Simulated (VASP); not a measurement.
Runs of VASP 6.6.1 on Ca. The structure is that of space group I4/mmm (No. 139), or close to it. The cells are those of the table. 

| cell | gap on the mesh (eV) | pressure (GPa) |
| --- | --- | --- |
| a = 3.955, b = 3.955, c = 3.794 Å, angles 61.3, 61.3, 57.3°, 1 atom | none | 0.2 |
| a = 3.955, b = 3.955, c = 4.110 Å, angles 58.7, 58.7, 62.6°, 1 atom | none | -1.1 |
| a = 4.113, b = 4.113, c = 3.952 Å, angles 61.3, 61.3, 57.4°, 1 atom | none | -1.6 |
| a = 4.038, b = 4.038, c = 4.268 Å, angles 58.1, 58.1, 63.8°, 1 atom | none | (a) |
| a = 3.880, b = 3.880, c = 4.110 Å, angles 58.0, 58.0, 64.0°, 1 atom | none | -0.5 |
| a = 4.038, b = 4.038, c = 3.794 Å, angles 62.0, 62.0, 56.0°, 1 atom | none | -0.5 |
| a = 3.964, b = 3.964, c = 4.268 Å, angles 57.4, 57.4, 65.1°, 1 atom | none | (b) |
| a = 3.873, b = 3.873, c = 3.952 Å, angles 59.3, 59.3, 61.3°, 1 atom | none | 0.1 |
| a = 4.031, b = 4.031, c = 4.110 Å, angles 59.4, 59.4, 61.3°, 1 atom | none | -1.6 |

Alike in all rows: task single point; level PBE; potentials or basis VASP PAW PBE potentials, release 64 (Ca_sv); no spin polarisation; k mesh 14 × 14 × 14; cutoff (eV) 520; smearing gaussian 0.15 eV.

Problem. Fill in the values left out.

Solution. (a) -2.0; (b) -1.5.

A gap of «none» marks levels without a gap at the run's occupations.
